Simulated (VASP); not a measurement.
# TaN (NiAs type) (P6_3/mmc) in VASP: notebook

Runs on TaN (NiAs type). Level: PBE. Tasks: single point.

All numbers are computed with VASP 6.6.1; they aren't measurements. Logs are shortened: lines on timing, memory, paths and dates and some standing lists are left out, and cuts for length are marked.

## (1) The cell of the first run

The structure is hexagonal, space group P6_3/mmc (No. 194). Conventional cell: a = 2.917 Å, b = 2.917 Å, c = 5.915 Å, α = 90.00°, β = 90.00°, γ = 120.00°. Within 3.0 Å of Ta (site symmetry -3m) lie 6 N at 2.24 Å and 8 Ta at 2.92 to 2.96 Å. N (site symmetry -6m2) has 6 Ta at 2.24 Å and 6 N at 2.92 Å within 3.0 Å.

## (2) Single point, PBE

File INCAR:

```
SYSTEM = TaN
PREC = Accurate
ENCUT = 520
EDIFF = 1E-6
ISMEAR = -1
SIGMA = 0.08
LREAL = .FALSE.
LASPH = .TRUE.
NELM = 100
ALGO = Normal
ISIF = 2
LWAVE = .FALSE.
LCHARG = .FALSE.
GGA = PE
NBANDS = 24
```

File KPOINTS:

```
regular mesh
0
G
  10 10 6
  0 0 0
```

File POSCAR:

```
TaN
1.0
    2.9174576768      0.0000000000      0.0000000000
   -1.4587288384      2.5265924626      0.0000000000
    0.0000000000      0.0000000000      5.9152320295
Ta N
2 2
Direct
    0.0000000000      0.0000000000      0.0000000000
    0.0000000000      0.0000000000      0.5000000000
    0.3333333333      0.6666666667      0.2500000000
    0.6666666667      0.3333333333      0.7500000000
```

Potentials or basis: VASP PAW PBE potentials, release 64 (Ta_pv, N).

On the command line:

```
$ cat potpaw_PBE.64/Ta_pv/POTCAR potpaw_PBE.64/N/POTCAR > POTCAR
$ mpirun -np 1 vasp_std > vasp.out
```

OUTCAR:

```text
SYSTEM = TaN
   PREC = Accurate
   ENCUT = 520
   EDIFF = 1E-6
   ISMEAR = -1
   LREAL = .FALSE.
   LASPH = .TRUE.
   NELM = 100
   ISIF = 2
   GGA = PE

 ion  position               nearest neighbor table
   1  0.000  0.000  0.000-   3 2.24   4 2.24   4 2.24   3 2.24   4 2.24   3 2.24   2 2.96   2 2.96

   2  0.000  0.000  0.500-   3 2.24   4 2.24   4 2.24   3 2.24   4 2.24   3 2.24   1 2.96   1 2.96

   3  0.333  0.667  0.250-   1 2.24   2 2.24   1 2.24   2 2.24   1 2.24   2 2.24
   4  0.667  0.333  0.750-   1 2.24   2 2.24   1 2.24   2 2.24   1 2.24   2 2.24

  LATTYP: Found a hexagonal cell.
 ALAT       =     2.9174576768
 C/A-ratio  =     2.0275296799

  Lattice vectors:

 A1 = (   2.9174576768,   0.0000000000,   0.0000000000)
 A2 = (  -1.4587288384,   2.5265924626,   0.0000000000)
 A3 = (   0.0000000000,   0.0000000000,   5.9152320295)

Analysis of symmetry for initial positions (statically):
=====================================================================
 Subroutine PRICEL returns:
 Original cell was already a primitive cell.

 Routine SETGRP: Setting up the symmetry group for a
 hexagonal supercell.

 Subroutine GETGRP returns: Found 24 space group operations
 (whereof 12 operations were pure point group operations)
 out of a pool of 24 trial point group operations.

The static configuration has the point symmetry D_3d.
 The point group associated with its full space group is D_6h.

Analysis of symmetry for dynamics (positions and initial velocities):
=====================================================================
 Subroutine PRICEL returns:
 Original cell was already a primitive cell.

 Routine SETGRP: Setting up the symmetry group for a
 hexagonal supercell.

 Subroutine GETGRP returns: Found 24 space group operations
 (whereof 12 operations were pure point group operations)
 out of a pool of 24 trial point group operations.

The dynamic configuration has the point symmetry D_3d.
 The point group associated with its full space group is D_6h.

 Subroutine INISYM returns: Found 24 space group operations
 (whereof 12 operations are pure point group operations),
 and found     1 'primitive' translations

----------------------------------------------------------------------------------------

                                     Primitive cell

  volume of cell :      43.6025

  direct lattice vectors                    reciprocal lattice vectors
     2.917457677  0.000000000  0.000000000     0.342764184  0.197894994  0.000000000
    -1.458728838  2.526592463  0.000000000     0.000000000  0.395789988  0.000000000
     0.000000000  0.000000000  5.915232030     0.000000000  0.000000000  0.169055076

  length of vectors
     2.917457677  2.917457677  5.915232030     0.395789988  0.395789988  0.169055076

  position of ions in fractional coordinates (direct lattice)
     0.000000000  0.000000000  0.000000000
     0.000000000  0.000000000  0.500000000
     0.333333333  0.666666667  0.250000000
     0.666666667  0.333333333  0.750000000

  ion indices of the primitive-cell ions
   primitive index   ion index
                 1           1
                 2           2
                 3           3
                 4           4

----------------------------------------------------------------------------------------

 KPOINTS: regular mesh

Automatic generation of k-mesh.
 Grid dimensions read from file:
 generate k-points for:   10   10    6

 Generating k-lattice:

  Cartesian coordinates                     Fractional coordinates (reciprocal lattice)
     0.034276418  0.019789499  0.000000000     0.100000000  0.000000000  0.000000000
     0.000000000  0.039578999  0.000000000     0.000000000  0.100000000  0.000000000
     0.000000000  0.000000000  0.028175846     0.000000000  0.000000000  0.166666667

  Length of vectors
     0.039578999  0.039578999  0.028175846

  Shift w.r.t. Gamma in fractional coordinates (k-lattice)
     0.000000000  0.000000000  0.000000000

 Subroutine IBZKPT returns following result:
 ===========================================

 Found     56 irreducible k-points:

 Following reciprocal coordinates:
            Coordinates               Weight
  0.000000  0.000000  0.000000      1.000000
  0.100000  0.000000  0.000000      6.000000
  0.200000  0.000000  0.000000      6.000000
  0.300000  0.000000  0.000000      6.000000
  0.400000  0.000000  0.000000      6.000000
  0.500000  0.000000  0.000000      3.000000
[... 16 lines left out ...]
  0.300000  0.100000  0.166667     24.000000
  0.400000  0.100000  0.166667     24.000000
 [... further k-points ...]
   k-points           NKPTS =     56   k-points in BZ     NKDIM =     56   number of bands    NBANDS=     24
   number of dos      NEDOS =    301   number of ions     NIONS =      4
   total plane-waves  NPLWV =  27648
   dimension x,y,z NGX =    24 NGY =   24 NGZ =   48
   dimension x,y,z NGXF=    48 NGYF=   48 NGZF=   96
   ions per type =               2   2
   NGX,Y,Z   is equivalent  to a cutoff of  13.68, 13.68, 13.49 a.u.
   NGXF,Y,Z  is equivalent  to a cutoff of  27.35, 27.35, 26.98 a.u.
 SYSTEM =  TaN
   PREC   = accura    normal or accurate (medium, high low for compatibility)
   ISTART =      0    job   : 0-new  1-cont  2-samecut
   ICHARG =      2    charge: 1-file 2-atom 10-const
   ISPIN  =      1    spin polarized calculation?
   LNONCOLLINEAR =      F non collinear calculations
   LSORBIT =      F    spin-orbit coupling
   LASPH  =      T    aspherical Exc in radial PAW
   ENCUT  =  520.0 eV  38.22 Ry    6.18 a.u.   5.42  5.42 11.00*2*pi/ulx,y,z
   NELM   =    100;   NELMIN=  2; NELMDL= -5     # of ELM steps
   EDIFF  = 0.1E-05   stopping-criterion for ELM
   LREAL  =      F    real-space projection
   EDIFFG = 0.1E-04   stopping-criterion for IOM
   NSW    =      0    number of steps for IOM
   IBRION =     -1    ionic relax: 0-MD 1-quasi-New 2-CG
   NFREE  =      0    steps in history (QN), initial steepest desc. (CG)
   ISIF   =      2    stress and relaxation
   ISYM   =      2    0-nonsym 1-usesym 2-fastsym
   POTIM  = 0.5000    time-step for ionic-motion
   TEBEG  =    0.0;   TEEND  =   0.0 temperature during run
   PSTRESS=    0.0 pullay stress
   NELECT =      32.0000    total number of electrons
   NUPDOWN=      -1.0000    fix difference up-down
   EMIN   =  10.00;   EMAX   =-10.00  energy-range for DOS
   EFERMI =   0.00;   METHOD = LEGACY
   ISMEAR =    -1;   SIGMA  =   0.08  broadening in eV -4-tet -1-fermi 0-gaus
   EFERMI_NEDOS =   21; number of points for ismear=-14 and -15
   IALGO  =     38    algorithm
   IMIX   =      4    mixing-type and parameters
     AMIX     =   0.40;   BMIX     =  1.00
     AMIX_MAG =   1.60;   BMIX_MAG =  1.00
  volume/ion in A,a.u.               =      10.90        73.56
  Fermi-wavevector in a.u.,A,eV,Ry     =   1.476684  2.790529 29.668815  2.180596
  Thomas-Fermi vector in A             =   2.591181
   LORBIT       =      0    0 simple, 1 ext, 2 COOP (PROOUT), +10 PAW based schemes
   GGA     = PE    functional components
   LHFCALC =     F    Hartree Fock is set to
   AEXX    =    0.0000 exact exchange contribution
   IVDW    =     0    specifies the selected vdW correction
   LEPSILON=     F    determine dielectric tensor
   LRPA    =     F    only Hartree local field effects (RPA)
 non-spin polarized calculation
  energy-cutoff  :      520.00
  volume of cell :       43.60
 maximum number of plane-waves:      1221
 NGX is ok and might be reduce to    24
   NGX = 11   NGY = 11   NGZ = 21

 number of electron      32.0000005 magnetization

 Free energy of the ion-electron system (eV)
  ---------------------------------------------------
  ext. energy  EPLUGINS =         0.00000000
  ---------------------------------------------------
  free energy    TOTEN  =       -44.04303179 eV

  energy without entropy =      -44.02200698  energy(sigma->0) =      -44.03251938

 E-fermi :   8.1466     XC(G=0): -13.2851

 val. band max:        8.1297394187   @ k =   0.1000   0.0000   0.1667
 cond. band min:       8.1635058969   @ k =   0.3000   0.3000   0.1667
 fundamental gap:      0.0337664782
 Fermi energy:         8.1466124225

 k-point     1 :       0.0000    0.0000    0.0000
  band No.  band energies     occupation
      1     -27.4612      2.00000
      2     -26.7146      2.00000
      3     -26.4651      2.00000
      4     -26.4651      2.00000
      5     -26.4045      2.00000
      6     -26.4045      2.00000
[... 16 lines left out ...]
     23      12.0904      0.00000
     24      14.1109      0.00000

 k-point     2 :       0.1000    0.0000    0.0000
  band No.  band energies     occupation
      1     -27.4362      2.00000
      2     -26.6999      2.00000
      3     -26.5766      2.00000
      4     -26.5069      2.00000
      5     -26.4890      2.00000
      6     -26.4270      2.00000
[... 16 lines left out ...]
     23      12.2376      0.00000
     24      13.7863      0.00000

 k-point     3 :       0.2000    0.0000    0.0000
  band No.  band energies     occupation
      1     -27.3705      2.00000
      2     -26.8590      2.00000
      3     -26.7680      2.00000
      4     -26.6610      2.00000
      5     -26.5511      2.00000
      6     -26.4853      2.00000
[... 16 lines left out ...]
     23      13.0041      0.00000
     24      14.0424      0.00000
[... 514 lines left out ...]
 k-point    23 :       0.3000    0.1000    0.1667
  band No.  band energies     occupation
      1     -27.3194      2.00000
      2     -27.2180      2.00000
      3     -27.1910      2.00000
      4     -26.7127      2.00000
      5     -26.6477      2.00000
      6     -26.6303      2.00000
[... 16 lines left out ...]
     23      14.2250      0.00000
     24      15.0441      0.00000

 k-point    24 :       0.4000    0.1000    0.1667
  band No.  band energies     occupation
      1     -27.4812      2.00000
      2     -27.3659      2.00000
      3     -27.1518      2.00000
      4     -26.7667      2.00000
      5     -26.6975      2.00000
      6     -26.6029      2.00000
[... 16 lines left out ...]
     23      14.4757      0.00000
     24      15.7710      0.00000

 [... further k-points ...]

------------------------ aborting loop because EDIFF is reached ----------------------------------------

  FORCE on cell =-STRESS in cart. coord.  units (eV):
  Direction    XX          YY          ZZ          XY          YZ          ZX
  --------------------------------------------------------------------------------------
  -------------------------------------------------------------------------------------
  Total        0.1540716      0.1540716      0.1844704      0.0000000      0.0000000      0.0000000
  in kB        5.6613699      5.6613699      6.7783784      0.0000000      0.0000000      0.0000000
  external PRESSURE =       6.0337061 kB  Pullay stress =       0.0000000 kB

 VOLUME and BASIS-vectors are now :
 -----------------------------------------------------------------------------
  energy-cutoff  :      520.00
  volume of cell :       43.60
      direct lattice vectors                 reciprocal lattice vectors
     2.917457677  0.000000000  0.000000000     0.342764184  0.197894994  0.000000000
    -1.458728838  2.526592463  0.000000000     0.000000000  0.395789988  0.000000000
     0.000000000  0.000000000  5.915232030     0.000000000  0.000000000  0.169055076

 POSITION                                       TOTAL-FORCE (eV/Angst)
 -----------------------------------------------------------------------------------
      0.00000      0.00000      0.00000        -0.000000      0.000000     -0.000000
      0.00000      0.00000      2.95762        -0.000000      0.000000     -0.000000
     -0.00000      1.68439      1.47881         0.000000     -0.000000      0.000000
      1.45873      0.84220      4.43642        -0.000000      0.000000     -0.000000
 -----------------------------------------------------------------------------------
    total drift:                               -0.000000      0.000000      0.000000

  FREE ENERGIE OF THE ION-ELECTRON SYSTEM (eV)
  ---------------------------------------------------
  free  energy   TOTEN  =       -44.0430317864 eV

  energy  without entropy=      -44.0220069785  energy(sigma->0) =      -44.03251938
```

It took 58 s on 1 thread of Intel Xeon 6975P-C, shared host; peak memory 0.21 GiB.

Results:

| Item | Value |
| --- | --- |
| Free energy | -44.0430 eV |
| Pressure | 0.6 GPa |
| Band gap on the k mesh | zero (band 16 reaches 8.80 eV, above the bottom of band 17 at 7.83 eV) |

Levels at points of the mesh, in eV from the Fermi level:
```tsv
k point	band 14	band 15	band 16	band 17	band 18	band 19
(0.00, 0.00, 0.00)	-1.98	-1.98	-0.23	-0.23	0.56	0.56
(0.50, 0.00, 0.00)	-3.71	-2.80	-2.14	2.84	3.96	4.82
(0.00, 0.00, 0.50)	-3.85	-0.66	-0.66	0.98	0.98	0.98
(0.50, 0.00, 0.50)	-4.33	-2.21	-2.21	3.89	3.89	4.76
```

Caveat: spin-orbit coupling is left out, which moves the levels of the heavy elements.

## (3) Single point, PBE

File INCAR:

```
PREC = Accurate ; ENCUT = 520
EDIFF = 1E-7 ; ISMEAR = -1
SIGMA = 0.08 ; LREAL = F
LASPH = T ; NELM = 60
ALGO = Normal ; ISIF = 2
LWAVE = F ; LCHARG = F
GGA = PE ; NBANDS = 24
```

File KPOINTS:

```
Automatic mesh
0
Gamma
  10 10 6
```

POSCAR is that of step 2.

Potentials or basis: VASP PAW PBE potentials, release 64 (Ta_pv, N).

On the command line:

```
$ cat potpaw_PBE.64/Ta_pv/POTCAR potpaw_PBE.64/N/POTCAR > POTCAR
$ mpirun -np 1 vasp_std > vasp.out
```

It took 61 s on 1 thread of Intel Xeon 6975P-C, shared host; peak memory 0.2 GiB.

Results (log left out):

- Free energy: -44.0430 eV
- Pressure: 0.6 GPa
- Band gap on the k mesh: zero (band 16 reaches 8.80 eV, above the bottom of band 17 at 7.83 eV)

Stress tensor (GPa, compression positive):
```
0.57 0.00 0.00
0.00 0.57 0.00
0.00 0.00 0.68
```

Levels at points of the mesh, in eV from the Fermi level:
```
           k point  band 13  band 14  band 15  band 16  band 17  band 18  band 19  band 20
(0.00, 0.00, 0.00)    -3.49    -1.98    -1.98    -0.23    -0.23     0.56     0.56     2.33
(0.50, 0.00, 0.00)    -4.14    -3.71    -2.80    -2.14     2.84     3.96     4.82     5.15
(0.00, 0.00, 0.50)    -3.85    -3.85    -0.66    -0.66     0.98     0.98     0.98     0.98
(0.50, 0.00, 0.50)    -4.33    -4.33    -2.21    -2.21     3.89     3.89     4.76     4.76
```

Caveat: spin-orbit coupling is left out, which moves the levels of the heavy elements.
